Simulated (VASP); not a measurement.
Wanted: the native input for a VASP 6.6.1 run.

- Task: single point
- Functional: PBE
- Potentials or basis: VASP PAW PBE potentials, release 64 (Li_sv)
- Cutoff: 520 eV
- k mesh: 11 × 11 × 11
- Occupations: gaussian, width 0.019 eV
- Spin: no spin polarisation
- Dipole correction: no
- Further INCAR settings: ALGO = Normal; EDIFF = 1e-07; NBANDS = 8

The structure of Li lies in POSCAR:

```
Li
1.0
   -1.7546500000      1.7546500000      1.7546500000
    1.7546500000     -1.7546500000      1.7546500000
    1.7546500000      1.7546500000     -1.7546500000
Li
1
Direct
    0.0000000000      0.0000000000      0.0000000000
```

These files were run (other wordings do the same):

INCAR

```
SYSTEM = Li
ALGO = Normal
EDIFF = 1E-7
ENCUT = 520
GGA = PE
ISIF = 2
ISMEAR = 0
LASPH = .True.
LCHARG = .False.
LREAL = .False.
LWAVE = .False.
NBANDS = 8
NELM = 100
PREC = Accurate
SIGMA = 0.019000000000000003
```

KPOINTS

```
k-points
0
Gamma
  11 11 11
  0 0 0
```

Potentials or basis: VASP PAW PBE potentials, release 64 (Li_sv).

Launch:

```console
$ cat potpaw_PBE.64/Li_sv/POTCAR > POTCAR
$ mpirun -np 1 vasp_std > vasp.out
```

Wall time 9.8 s on 1 thread of Intel Xeon 8259CL (shared host), peak memory 0.13 GiB.
